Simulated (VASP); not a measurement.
# InP (zincblende type) (F-43m) in VASP: a series of runs, part 2 of 3

VASP 6.6.1. The steps go on from the part before.

### Step 4. Electric field gradients, PBE

Contents of INCAR:

```
ALGO = Normal ; EDIFF = 1E-8
ENCUT = 520 ; GGA = PE
ISIF = 2 ; ISMEAR = -1
LASPH = T ; LCHARG = F
LEFG = T ; LREAL = F
LWAVE = F ; NBANDS = 16
NELM = 100 ; PREC = Accurate
SIGMA = 0.08
```

Contents of KPOINTS:

```
k-points
0
Gamma
  12 12 12
```

Contents of POSCAR:

```
InP
1.0
    0.0000000000      2.9798790903      2.9798790903
    2.9798790903      0.0000000000      2.9798790903
    2.9798790903      2.9798790903      0.0000000000
In P
1 1
Direct
    0.0000000000      0.0000000000      0.0000000000
    0.2500000000      0.2500000000      0.2500000000
```

Potentials or basis: VASP PAW PBE potentials, release 64 (In_d, P).

Run with:

```bash
cat potpaw_PBE.64/In_d/POTCAR potpaw_PBE.64/P/POTCAR > POTCAR
mpirun -np 1 vasp_std > vasp.out
```

OUTCAR:

```text
EDIFF = 1E-8
   ENCUT = 520
   GGA = PE
   ISIF = 2
   ISMEAR = -1
   LASPH = T
   LREAL = F
   NELM = 100
   PREC = Accurate

 ion  position               nearest neighbor table
   1  0.000  0.000  0.000-   2 2.58   2 2.58   2 2.58   2 2.58
   2  0.250  0.250  0.250-   1 2.58   1 2.58   1 2.58   1 2.58

  LATTYP: Found a face centered cubic cell.
 ALAT       =     5.9597581806

  Lattice vectors:

 A1 = (   0.0000000000,   2.9798790903,   2.9798790903)
 A2 = (   2.9798790903,   0.0000000000,   2.9798790903)
 A3 = (   2.9798790903,   2.9798790903,   0.0000000000)

Analysis of symmetry for initial positions (statically):
=====================================================================
 Subroutine PRICEL returns:
 Original cell was already a primitive cell.

 Routine SETGRP: Setting up the symmetry group for a
 face centered cubic supercell.

 Subroutine GETGRP returns: Found 24 space group operations
 (whereof 24 operations were pure point group operations)
 out of a pool of 48 trial point group operations.

The static configuration has the point symmetry T_d .

Analysis of symmetry for dynamics (positions and initial velocities):
=====================================================================
 Subroutine PRICEL returns:
 Original cell was already a primitive cell.

 Routine SETGRP: Setting up the symmetry group for a
 face centered cubic supercell.

 Subroutine GETGRP returns: Found 24 space group operations
 (whereof 24 operations were pure point group operations)
 out of a pool of 48 trial point group operations.

The dynamic configuration has the point symmetry T_d .

 Subroutine INISYM returns: Found 24 space group operations
 (whereof 24 operations are pure point group operations),
 and found     1 'primitive' translations

----------------------------------------------------------------------------------------

                                     Primitive cell

  volume of cell :      52.9207

  direct lattice vectors                    reciprocal lattice vectors
     0.000000000  2.979879090  2.979879090    -0.167792043  0.167792043  0.167792043
     2.979879090  0.000000000  2.979879090     0.167792043 -0.167792043  0.167792043
     2.979879090  2.979879090  0.000000000     0.167792043  0.167792043 -0.167792043

  length of vectors
     4.214185424  4.214185424  4.214185424     0.290624343  0.290624343  0.290624343

  position of ions in fractional coordinates (direct lattice)
     0.000000000  0.000000000  0.000000000
     0.250000000  0.250000000  0.250000000

  ion indices of the primitive-cell ions
   primitive index   ion index
                 1           1
                 2           2

----------------------------------------------------------------------------------------

 KPOINTS: k-points

Automatic generation of k-mesh.
 Grid dimensions read from file:
 generate k-points for:   12   12   12

 Generating k-lattice:

[... 63 lines left out ...]
   EDIFFG = 0.1E-06   stopping-criterion for IOM
   NSW    =      0    number of steps for IOM
   IBRION =     -1    ionic relax: 0-MD 1-quasi-New 2-CG
   NFREE  =      0    steps in history (QN), initial steepest desc. (CG)
   ISIF   =      2    stress and relaxation
   ISYM   =      2    0-nonsym 1-usesym 2-fastsym
   POTIM  = 0.5000    time-step for ionic-motion
   TEBEG  =    0.0;   TEEND  =   0.0 temperature during run
   PSTRESS=    0.0 pullay stress
   NELECT =      18.0000    total number of electrons
   NUPDOWN=      -1.0000    fix difference up-down
   EMIN   =  10.00;   EMAX   =-10.00  energy-range for DOS
   EFERMI =   0.00;   METHOD = LEGACY
   ISMEAR =    -1;   SIGMA  =   0.08  broadening in eV -4-tet -1-fermi 0-gaus
   EFERMI_NEDOS =   21; number of points for ismear=-14 and -15
   IALGO  =     38    algorithm
   IMIX   =      4    mixing-type and parameters
     AMIX     =   0.40;   BMIX     =  1.00
     AMIX_MAG =   1.60;   BMIX_MAG =  1.00
  volume/ion in A,a.u.               =      26.46       178.56
  Fermi-wavevector in a.u.,A,eV,Ry     =   1.142765  2.159513 17.768017  1.305912
  Thomas-Fermi vector in A             =   2.279462
   LORBIT       =      0    0 simple, 1 ext, 2 COOP (PROOUT), +10 PAW based schemes
   GGA     = PE    functional components
   LHFCALC =     F    Hartree Fock is set to
   AEXX    =    0.0000 exact exchange contribution
   IVDW    =     0    specifies the selected vdW correction
   LEPSILON=     F    determine dielectric tensor
   LRPA    =     F    only Hartree local field effects (RPA)
 non-spin polarized calculation
  energy-cutoff  :      520.00
  volume of cell :       52.92
 maximum number of plane-waves:      1458
   NGX = 15   NGY = 15   NGZ = 15

 number of electron      18.0000005 magnetization

 Free energy of the ion-electron system (eV)
  ---------------------------------------------------
  ext. energy  EPLUGINS =         0.00000000
  ---------------------------------------------------
  free energy    TOTEN  =        -8.40845093 eV

  energy without entropy =       -8.40826768  energy(sigma->0) =       -8.40835931

 E-fermi :   4.9927     XC(G=0):  -9.0627

 val. band max:        4.6546849286   @ k =   0.0000   0.0000   0.0000
 cond. band min:       5.0934168124   @ k =   0.0000   0.0000   0.0000
 fundamental gap:      0.4387318838
 Fermi energy:         4.9927141143

 k-point     1 :       0.0000    0.0000    0.0000
  band No.  band energies     occupation
      1      -9.4391      2.00000
      2      -9.4391      2.00000
      3      -9.4391      2.00000
      4      -9.3105      2.00000
      5      -9.3105      2.00000
      6      -6.5311      2.00000
[... 433 lines left out ...]
      3      -9.3926      2.00000
      4      -9.3077      2.00000
      5      -9.3012      2.00000
      6      -4.8064      2.00000
[... 8 lines left out ...]
     15      14.2471      0.00000
     16      15.2640      0.00000

 [... further k-points ...]
[... 5 lines left out ...]
  --------------------------------------------------------------------------------------
  -------------------------------------------------------------------------------------
  Total       -0.0156376     -0.0156376     -0.0156376      0.0000000      0.0000000      0.0000000
  in kB       -0.4734300     -0.4734300     -0.4734300      0.0000000      0.0000000      0.0000000
  external PRESSURE =      -0.4734300 kB  Pullay stress =       0.0000000 kB

 VOLUME and BASIS-vectors are now :
 -----------------------------------------------------------------------------
  energy-cutoff  :      520.00
  volume of cell :       52.92
      direct lattice vectors                 reciprocal lattice vectors
     0.000000000  2.979879090  2.979879090    -0.167792043  0.167792043  0.167792043
     2.979879090  0.000000000  2.979879090     0.167792043 -0.167792043  0.167792043
     2.979879090  2.979879090  0.000000000     0.167792043  0.167792043 -0.167792043

 POSITION                                       TOTAL-FORCE (eV/Angst)
 -----------------------------------------------------------------------------------
      0.00000      0.00000      0.00000         0.000000      0.000000      0.000000
      1.48994      1.48994      1.48994         0.000000     -0.000000     -0.000000
 -----------------------------------------------------------------------------------
    total drift:                               -0.000000     -0.000000     -0.000000

  FREE ENERGIE OF THE ION-ELECTRON SYSTEM (eV)
  ---------------------------------------------------
  free  energy   TOTEN  =        -8.4084509287 eV

  energy  without entropy=       -8.4082676837  energy(sigma->0) =       -8.40835931

 Electric field gradients (V/A^2)
---------------------------------------------------------------------
 ion       V_xx      V_yy      V_zz      V_xy      V_xz      V_yz
---------------------------------------------------------------------
   1      -0.000     0.000    -0.000     0.001     0.001     0.001
   2      -0.000    -0.000     0.000    -0.000    -0.000    -0.000
---------------------------------------------------------------------

 Electric field gradients after diagonalization (V/A^2)
 (convention: |V_zz| > |V_xx| > |V_yy|)
----------------------------------------------------------------------
 ion       V_xx      V_yy      V_zz     asymmetry (V_yy - V_xx)/ V_zz
----------------------------------------------------------------------
   1      -0.001    -0.001     0.003       0.000
   2       0.000     0.000    -0.001       0.000
----------------------------------------------------------------------

           NMR quadrupolar parameters

 Cq : quadrupolar parameter    Cq=e*Q*V_zz/h
 eta: asymmetry parameters     (V_yy - V_xx)/ V_zz
 Q  : nuclear electric quadrupole moment in mb (millibarn)
----------------------------------------------------------------------
 ion       Cq(MHz)       eta       Q (mb)
----------------------------------------------------------------------
   1       0.000       0.000       1.000
   2      -0.000       0.000       1.000
----------------------------------------------------------------------
```

Wall time 64 s (1 thread of AMD EPYC 7R43 (Zen 3), shared host); peak memory 0.18 GiB.

What came out:

```yaml
Free_energy: -8.4085 eV
Pressure: 0.0 GPa
Band_gap_on_the_k_mesh: 0.44 eV, direct
```

Levels at points of the mesh, in eV from the valence-band top:
| k point | band 6 | band 7 | band 8 | band 9 | band 10 | band 11 | band 12 | band 13 |
| --- | --- | --- | --- | --- | --- | --- | --- | --- |
| (0.00, 0.00, 0.00) | -11.19 | 0.00 | 0.00 | 0.00 | 0.44 | 4.09 | 4.09 | 4.09 |
| (0.50, 0.00, 0.00) | -9.62 | -5.47 | -0.90 | -0.90 | 1.38 | 4.80 | 4.80 | 6.99 |
| (0.50, 0.50, 0.00) | -9.02 | -5.54 | -2.16 | -2.16 | 1.85 | 2.26 | 8.91 | 9.26 |

Caveat: without QUAD_EFG the Cq values of the log hold for a quadrupole moment of 1 mb, not for the nuclei; spin-orbit coupling is left out, which moves the levels of the heavy elements. A hybrid or GW would open this gap; PBE tends to underestimate it.

### Step 5. Electric field gradients, PBE

Contents of INCAR:

```
SYSTEM = InP
ALGO = Normal
EDIFF = 1E-8
ENCUT = 520
GGA = PE
ISIF = 2
ISMEAR = -1
LASPH = .TRUE.
LCHARG = .FALSE.
LEFG = .TRUE.
LREAL = .FALSE.
LWAVE = .FALSE.
NBANDS = 16
NELM = 60
PREC = Accurate
SIGMA = 0.08
```

Contents of KPOINTS:

```
k-points
0
G
  12 12 12
  0 0 0
```

POSCAR is that of step 4.

Potentials or basis: VASP PAW PBE potentials, release 64 (In_d, P).

Run with:

```bash
cat potpaw_PBE.64/In_d/POTCAR potpaw_PBE.64/P/POTCAR > POTCAR
mpirun -np 1 vasp_std > vasp.out
```

OUTCAR:

```text
SYSTEM = InP
   EDIFF = 1E-8
   ENCUT = 520
   GGA = PE
   ISIF = 2
   ISMEAR = -1
   LASPH = .TRUE.
   LREAL = .FALSE.
   NELM = 60
   PREC = Accurate

 ion  position               nearest neighbor table
   1  0.000  0.000  0.000-   2 2.58   2 2.58   2 2.58   2 2.58
   2  0.250  0.250  0.250-   1 2.58   1 2.58   1 2.58   1 2.58

  LATTYP: Found a face centered cubic cell.
 ALAT       =     5.9597581806

  Lattice vectors:

 A1 = (   0.0000000000,   2.9798790903,   2.9798790903)
 A2 = (   2.9798790903,   0.0000000000,   2.9798790903)
 A3 = (   2.9798790903,   2.9798790903,   0.0000000000)

Analysis of symmetry for initial positions (statically):
=====================================================================
 Subroutine PRICEL returns:
 Original cell was already a primitive cell.

 Routine SETGRP: Setting up the symmetry group for a
 face centered cubic supercell.

 Subroutine GETGRP returns: Found 24 space group operations
 (whereof 24 operations were pure point group operations)
 out of a pool of 48 trial point group operations.

The static configuration has the point symmetry T_d .

Analysis of symmetry for dynamics (positions and initial velocities):
=====================================================================
 Subroutine PRICEL returns:
 Original cell was already a primitive cell.

 Routine SETGRP: Setting up the symmetry group for a
 face centered cubic supercell.

 Subroutine GETGRP returns: Found 24 space group operations
 (whereof 24 operations were pure point group operations)
 out of a pool of 48 trial point group operations.

The dynamic configuration has the point symmetry T_d .

 Subroutine INISYM returns: Found 24 space group operations
 (whereof 24 operations are pure point group operations),
[... 148 lines left out ...]
 Fermi energy:         4.9927141143

 k-point     1 :       0.0000    0.0000    0.0000
  band No.  band energies     occupation
      1      -9.4391      2.00000
      2      -9.4391      2.00000
      3      -9.4391      2.00000
      4      -9.3105      2.00000
      5      -9.3105      2.00000
      6      -6.5311      2.00000
[... 433 lines left out ...]
      3      -9.3926      2.00000
      4      -9.3077      2.00000
      5      -9.3012      2.00000
      6      -4.8064      2.00000
[... 8 lines left out ...]
     15      14.2471      0.00000
     16      15.2640      0.00000

 [... further k-points ...]
[... 5 lines left out ...]
  --------------------------------------------------------------------------------------
  -------------------------------------------------------------------------------------
  Total       -0.0156376     -0.0156376     -0.0156376      0.0000000      0.0000000      0.0000000
  in kB       -0.4734300     -0.4734300     -0.4734300      0.0000000      0.0000000      0.0000000
  external PRESSURE =      -0.4734300 kB  Pullay stress =       0.0000000 kB

 VOLUME and BASIS-vectors are now :
 -----------------------------------------------------------------------------
  energy-cutoff  :      520.00
  volume of cell :       52.92
      direct lattice vectors                 reciprocal lattice vectors
     0.000000000  2.979879090  2.979879090    -0.167792043  0.167792043  0.167792043
     2.979879090  0.000000000  2.979879090     0.167792043 -0.167792043  0.167792043
     2.979879090  2.979879090  0.000000000     0.167792043  0.167792043 -0.167792043

 POSITION                                       TOTAL-FORCE (eV/Angst)
 -----------------------------------------------------------------------------------
      0.00000      0.00000      0.00000         0.000000      0.000000      0.000000
      1.48994      1.48994      1.48994         0.000000     -0.000000     -0.000000
 -----------------------------------------------------------------------------------
    total drift:                               -0.000000     -0.000000     -0.000000

  FREE ENERGIE OF THE ION-ELECTRON SYSTEM (eV)
  ---------------------------------------------------
  free  energy   TOTEN  =        -8.4084509287 eV

  energy  without entropy=       -8.4082676837  energy(sigma->0) =       -8.40835931

 Electric field gradients (V/A^2)
---------------------------------------------------------------------
 ion       V_xx      V_yy      V_zz      V_xy      V_xz      V_yz
---------------------------------------------------------------------
   1      -0.000     0.000    -0.000     0.001     0.001     0.001
   2      -0.000    -0.000     0.000    -0.000    -0.000    -0.000
---------------------------------------------------------------------

 Electric field gradients after diagonalization (V/A^2)
 (convention: |V_zz| > |V_xx| > |V_yy|)
----------------------------------------------------------------------
 ion       V_xx      V_yy      V_zz     asymmetry (V_yy - V_xx)/ V_zz
----------------------------------------------------------------------
   1      -0.001    -0.001     0.003       0.000
   2       0.000     0.000    -0.001       0.000
----------------------------------------------------------------------

           NMR quadrupolar parameters

 Cq : quadrupolar parameter    Cq=e*Q*V_zz/h
 eta: asymmetry parameters     (V_yy - V_xx)/ V_zz
 Q  : nuclear electric quadrupole moment in mb (millibarn)
----------------------------------------------------------------------
 ion       Cq(MHz)       eta       Q (mb)
----------------------------------------------------------------------
   1       0.000       0.000       1.000
   2      -0.000       0.000       1.000
----------------------------------------------------------------------
```

Wall time 67 s (1 thread of AMD EPYC 7R43 (Zen 3), shared host); peak memory 0.18 GiB.

What came out:

```yaml
Free_energy: -8.4085 eV
Pressure: 0.0 GPa
Band_gap_on_the_k_mesh: 0.44 eV, direct
```

Caveat: without QUAD_EFG the Cq values of the log hold for a quadrupole moment of 1 mb, not for the nuclei; spin-orbit coupling is left out, which moves the levels of the heavy elements.

[end of part 2 of 3]
